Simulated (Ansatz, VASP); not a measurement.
**One calculation of HfAl3N, two programs**

```xyz
5
Lattice="5.6823 0.0000 0.0000 -2.8412 4.9210 0.0000 0.0000 0.0000 4.1436" Properties=species:S:1:pos:R:3 pbc="T T T"
Hf    0.0000    0.0000    2.0718
Al    2.8412    0.0000    2.0718
Al   -1.4206    2.4605    2.0718
Al    1.4206    2.4605    2.0718
N     0.0000    0.0000    0.0000
```

Alike in both runs: functional PBE; k mesh 12 × 12 × 10; occupations gaussian, width 0.1 eV; no spin polarisation.

Ansatz relaxed the structure, and its values are those at the end. VASP's run is a single point on that final structure, the one shown.

|  | VASP | Ansatz |
| --- | --- | --- |
| version | VASP 6.6.1 | Ansatz 0.2.0 |
| potentials or method | VASP PAW PBE potentials, release 64 (Hf_pv, Al, N), cutoff 520 eV | scalar-relativistic, plane waves, PAW |
| valence electrons in the cell | 24 | 40 |

|  | VASP | Ansatz | Ansatz less VASP |
| --- | --- | --- | --- |
| gap on the k mesh at the Fermi level (eV) | none | none | - |
| pressure (GPa) | 0.0 | 0.0 | +0.01 |

A gap of «none» marks a metal or a gap that the smearing closes. VASP's potentials hold 24 valence electrons a cell and Ansatz's 40, so a difference there can come from the potentials and not from the codes.

Neither program's run includes spin-orbit coupling.
